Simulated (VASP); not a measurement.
A run of VASP 6.6.1 is set up as follows.

The input INCAR:

```
  AGGAC = 1.0
  AGGAX = 1.0
  ALDAC = 0.0
  ALDAX = 1.0
  ALGO = Normal
  EDIFF = 1E-6
  EDIFFG = -0.005
  ENCUT = 600
  GGA = B5
  IBRION = 2
  ISIF = 3
  ISMEAR = -1
  LASPH = T
  LCHARG = F
  LREAL = F
  LWAVE = F
  NELM = 100
  NSW = 80
  PREC = Accurate
  SIGMA = 0.05
```

File KPOINTS:

```
k-points
0
Gamma
  11 11 11
```

File POSCAR:

```
Sn
1.0
   -1.7265390000      1.7755470000      2.3383420000
    1.7265390000     -1.7755470000      2.3383420000
    1.7265390000      1.7755470000     -2.3383420000
Sn
1
Direct
    0.0000000000      0.0000000000      0.0000000000
```

Potentials or basis: VASP PAW PBE potentials, release 64 (Sn_d).

The run is started by

```console
$ cat potpaw_PBE.64/Sn_d/POTCAR > POTCAR
$ mpirun -np 1 vasp_std > vasp.out
```

Task: Predict the band gap on the k mesh.

Result: Zero (bands 7 and 8 overlap by 7.91 eV).

Task: What does it give for the space group after relaxing (to 0.1 Å)?

Result: Fm-3m (No. 225).

Task: Predict the relaxed cell.

Result: a = 3.519 Å, b = 3.519 Å, c = 3.519 Å, α = 119.85°, β = 119.83°, γ = 90.28°.

Task: Estimate the relaxed volume.

Result: 30.89 Å³/atom.

Final structure:
```
Sn
1.0
    -1.76351    1.76394    2.48227
     1.76351   -1.76394    2.48227
     1.76351    1.76394   -2.48227
Sn
1
Cartesian
  0.0000 0.0000 0.0000
```

Caveat: the PAW data sets were made with another functional, which shifts forces and pressure a little; spin-orbit coupling is left out, which moves the levels of the heavy elements.
